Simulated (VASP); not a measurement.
## BSb2As3: relaxation of cell and atoms with PBE

The system is BSb2As3.

```
B Sb As
1.0
     5.50774    0.00000    0.00000
    -2.75387    4.76984    0.00000
     0.00000    0.00000    8.34602
B Sb As
1 2 3
Direct
  0.00000 0.00000 0.50000
  0.00000 0.00000 0.24967
  0.00000 0.00000 0.75033
  0.50000 0.00000 0.50000
  0.00000 0.50000 0.50000
  0.50000 0.50000 0.50000
```

The cell was generated, and may not be a known phase.

```yaml
Program: VASP 6.6.1
Task: relaxation of cell and atoms
Functional: PBE
Potentials_or_basis: VASP PAW PBE potentials, release 64 (B, Sb, As)
Cutoff: 600 eV
k_mesh: 12 × 12 × 6
Occupations: gaussian, width 0.1 eV
Spin: no spin polarisation
Dipole_correction: no
Further_INCAR_settings: ALGO = Normal; EDIFF = 1e-06; IBRION = 2; EDIFFG = -0.01; NSW = 100; ISIF = 3
```

```
Relaxed volume                        : 36.64 Å³/atom
Relaxed cell                          : a = 5.509 Å, b = 5.509 Å, c = 8.363 Å, α = 90.00°, β = 90.00°, γ = 120.00°
Space group after relaxing (to 0.1 Å) : P6/mmm (No. 191)
Energy gained by relaxing             : 0.1 meV/atom
Ionic steps                           : 3
Pressure after relaxing               : 0.0 GPa
Largest force after relaxing          : 0.004 eV/Å
Band gap on the k mesh                : zero (bands 14 and 15 overlap by 0.87 eV)
```

Forces in eV/Å, atoms in the order of the input:
```
B    0.000  0.000  0.000
Sb   0.000  0.000  0.004
Sb   0.000  0.000 -0.004
As   0.000  0.000  0.000
As   0.000  0.000  0.000
As   0.000  0.000  0.000
```

Step by step:
| step | energy change (eV) | largest force (eV/Å) | pressure (GPa) | volume (Å³) |
| --- | --- | --- | --- | --- |
| 1 | 0.0000 | 0.1150 | 0.17 | 219.26 |
| 2 | 0.0002 | 0.1335 | -0.19 | 220.51 |
| 3 | -0.0009 | 0.0036 | 0.00 | 219.85 |

Final structure:
```cif
data_structure
_symmetry_space_group_name_H-M 'P 1'
_symmetry_Int_Tables_number 1
_cell_length_a 5.5095
_cell_length_b 5.5095
_cell_length_c 8.3631
_cell_angle_alpha 90.000
_cell_angle_beta 90.000
_cell_angle_gamma 120.000
_cell_volume 219.85
loop_
_atom_site_label
_atom_site_type_symbol
_atom_site_fract_x
_atom_site_fract_y
_atom_site_fract_z
_atom_site_occupancy
B1 B 0.00000 0.00000 0.50000 1
Sb1 Sb 0.00000 0.00000 0.24936 1
Sb2 Sb 0.00000 0.00000 0.75064 1
As1 As 0.50000 0.00000 0.50000 1
As2 As 0.00000 0.50000 0.50000 1
As3 As 0.50000 0.50000 0.50000 1
```

Levels at points of the mesh, in eV from the Fermi level:
```tsv
k point	band 10	band 11	band 12	band 13	band 14	band 15	band 16	band 17	band 18
(0.00, 0.00, 0.00)	-2.98	-1.97	-0.77	-0.77	0.06	0.06	0.50	0.50	2.18
(0.50, 0.00, 0.00)	-2.37	-1.82	-1.73	-1.21	-0.89	-0.25	0.45	0.54	1.01
(0.00, 0.00, 0.50)	-3.59	-2.29	-0.93	-0.93	0.05	0.05	0.78	0.78	3.51
(0.50, 0.00, 0.50)	-2.91	-1.83	-1.70	-1.25	-0.89	-0.12	0.58	0.87	0.87
```

Wall time 8.2 min on 1 thread of Intel(R) Xeon(R) 6975P-C (Granite Rapids), with other jobs on the host, peak memory 0.7 GiB.

Caveat: spin-orbit coupling is left out, which moves the levels of the heavy elements; this functional lacks dispersion, which binds layers or chains, so the pressure and a relaxed spacing across them are unreliable.
